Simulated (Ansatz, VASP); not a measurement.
# One calculation of Pt, two programs

```
CELL_PARAMETERS angstrom
1.95790 -1.95790 0.00000
1.95790 0.00000 -1.95790
7.65839 7.65839 7.65839
ATOMIC_POSITIONS crystal
Pt 0.66667 0.66667 0.08520
Pt 0.00000 0.00000 0.93738
Pt 0.33333 0.33333 0.25564
Pt 0.66667 0.66667 0.59651
Pt 0.00000 0.00000 0.42607
Pt 0.33333 0.33333 0.76695
```

Alike in both runs: task single point; functional PBEsol; k mesh 19 × 19 × 4; occupations gaussian, width 0.15 eV; no spin polarisation.

|  | VASP | Ansatz |
| --- | --- | --- |
| version | VASP 6.6.1 | Ansatz 0.2.0 |
| potentials or method | VASP PAW PBE potentials, release 64 (Pt), cutoff 520 eV | scalar-relativistic, plane waves, PAW |
| valence electrons in the cell | 60 | 108 |

Ansatz gave:

- gap on the k mesh at the Fermi level (eV): none
- pressure (GPa): 10.5
- traceless stress, the component that is largest in VASP (GPa): 1.81
- rms of the force components (eV/Å): 1.157

What did VASP give for the same quantities?

gap on the k mesh at the Fermi level (eV): none; pressure (GPa): 10.1; traceless stress, the component that is largest in VASP (GPa): 1.82; rms of the force components (eV/Å): 1.155.

VASP's potentials were made for PBE, not for PBEsol. Atom by atom the forces differ by 0.002 eV/Å (rms over components). A gap of «none» marks a metal or a gap that the smearing closes. The functional is the same, so the differences come from potentials, cutoffs and numerics. VASP's potentials hold 60 valence electrons a cell and Ansatz's 108, so a difference there can come from the potentials and not from the codes.

Spin-orbit coupling is off throughout.
